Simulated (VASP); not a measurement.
The system is Be3Se2.

```
Be Se
1.0
     7.45615    0.00000    0.00000
    -3.72808    6.45722    0.00000
     0.00000    0.00000    2.92129
Be Se
3 2
Direct
  0.50000 0.00000 0.00000
  0.00000 0.50000 0.00000
  0.50000 0.50000 0.00000
  0.33333 0.66667 0.00000
  0.66667 0.33333 0.00000
```

```yaml
Program: VASP 6.6.1
Task: relaxation of cell and atoms
Functional: PBE
Potentials_or_basis: VASP PAW PBE potentials, release 64 (Be, Se)
Cutoff: 600 eV
k_mesh: 6 × 6 × 12
Occupations: gaussian, width 0.1 eV
Spin: no spin polarisation
```

At the start: pressure 0.4 GPa; volume 28.13 Å³/atom.

How do energy, volume and symmetry change on relaxing?

Over 11 steps the energy falls by 153.6 meV/atom and the volume is 32.16 Å³/atom (+14.3 %); space group P6/mmm (No. 191, to 0.05 Å).

Step by step:
| step | energy change (eV) | largest force (eV/Å) | pressure (GPa) | volume (Å³) |
| --- | --- | --- | --- | --- |
| 1 | 0.0000 | 0.0000 | 0.38 | 140.65 |
| 2 | -0.0270 | 0.0000 | 0.44 | 141.99 |
| 3 | -0.1851 | 0.0000 | 0.45 | 145.95 |
| 4 | -0.5987 | 0.0000 | -0.17 | 153.59 |
| 5 | -0.7450 | 0.0000 | -0.15 | 167.72 |
| 6 | -0.7624 | 0.0000 | -0.33 | 165.02 |
| 7 | -0.7649 | 0.0000 | -0.41 | 163.29 |
| 8 | -0.7011 | 0.0000 | 1.71 | 156.88 |
| 9 | -0.7675 | 0.0000 | -0.11 | 162.24 |
| 10 | -0.7675 | 0.0000 | -0.10 | 162.20 |
| 11 | -0.7682 | 0.0000 | 0.00 | 160.82 |

Final structure:
```
Be Se
1.0
     7.20129    0.00000    0.00000
    -3.60064    6.23650    0.00000
     0.00000    0.00000    3.58082
Be Se
3 2
Direct
  0.50000 0.00000 0.00000
  0.00000 0.50000 0.00000
  0.50000 0.50000 0.00000
  0.33333 0.66667 0.00000
  0.66667 0.33333 0.00000
```

Caveat: this functional lacks dispersion, which binds the layers, so the pressure and a relaxed spacing across them are unreliable.
